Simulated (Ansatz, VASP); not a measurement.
# Al2O3 in VASP and in Ansatz

File INCAR:

```
SYSTEM = Al2O3
  PREC = Accurate
  ENCUT = 520
  EDIFF = 1E-6
  ISMEAR = 0
  SIGMA = 0.01
  LREAL = .FALSE.
  LASPH = .TRUE.
  NELM = 80
  ALGO = Normal
  ISIF = 2
  LWAVE = .FALSE.
  LCHARG = .FALSE.
  GGA = PE
  NBANDS = 35
```

Contents of KPOINTS:

```
regular mesh
0
G
  6 6 6
  0 0 0
```

The input POSCAR:

```
Al2O3
1.0
    2.3799967670      1.3740917741      4.3303406064
   -2.3799967670      1.3740917741      4.3303406064
    0.0000000000     -2.7481835482      4.3303406064
Al O
4 6
Direct
    0.8521488403      0.8521488403      0.8521488403
    0.3521488403      0.3521488403      0.3521488403
    0.1478511597      0.1478511597      0.1478511597
    0.6478511597      0.6478511597      0.6478511597
    0.4438250151      0.0561749849      0.7500000000
    0.0561749849      0.7500000000      0.4438250151
    0.5561749849      0.9438250151      0.2500000000
    0.2500000000      0.5561749849      0.9438250151
    0.9438250151      0.2500000000      0.5561749849
    0.7500000000      0.4438250151      0.0561749849
```

Input for Ansatz:

```yaml
crystal:
  lattice:
    - [2.379996767, 1.3740917741, 4.3303406064]
    - [-2.379996767, 1.3740917741, 4.3303406064]
    - [0.0, -2.7481835482, 4.3303406064]
  atoms:
    - { symbol: Al, position: [0.8521488403, 0.8521488403, 0.8521488403] }
    - { symbol: Al, position: [0.3521488403, 0.3521488403, 0.3521488403] }
    - { symbol: Al, position: [0.1478511597, 0.1478511597, 0.1478511597] }
    - { symbol: Al, position: [0.6478511597, 0.6478511597, 0.6478511597] }
    - { symbol: O, position: [0.4438250151, 0.0561749849, 0.75] }
    - { symbol: O, position: [0.0561749849, 0.75, 0.4438250151] }
    - { symbol: O, position: [0.5561749849, 0.9438250151, 0.25] }
    - { symbol: O, position: [0.25, 0.5561749849, 0.9438250151] }
    - { symbol: O, position: [0.9438250151, 0.25, 0.5561749849] }
    - { symbol: O, position: [0.75, 0.4438250151, 0.0561749849] }
kpoints:
  mp_grid: { grid: [6, 6, 6] }
hamiltonian:
  xc: pbe
scf:
  occupations: { method: fixed }
  n_extra_bands: 6
output:
  forces: true
  stress: true
  eigenvalues: true
```

Alike in both runs: task single point; functional PBE; k mesh 6 × 6 × 6; no spin polarisation.

|  | VASP | Ansatz |
| --- | --- | --- |
| version | VASP 6.6.1 | Ansatz 0.2.0 |
| potentials or method | VASP PAW PBE potentials, release 64 (Al, O) | plane waves, PAW |
| plane-wave cutoff (eV) | 520 | 420 |
| occupations | gaussian, width 0.01 eV | fixed |
| valence electrons in the cell | 48 | 48 |

|  | VASP | Ansatz | Ansatz less VASP |
| --- | --- | --- | --- |
| gap on the k mesh at the Fermi level (eV) | 6.23 | 6.23 | +0.002 |
| pressure (GPa) | 7.4 | 7.5 | +0.14 |
| traceless stress, the component that is largest in VASP (GPa) | -0.41 | -0.38 | +0.030 |
| rms of the force components (eV/Å) | 0.015 | 0.015 | +0.0004 |

Atom by atom the forces differ by 0.001 eV/Å (rms over components).
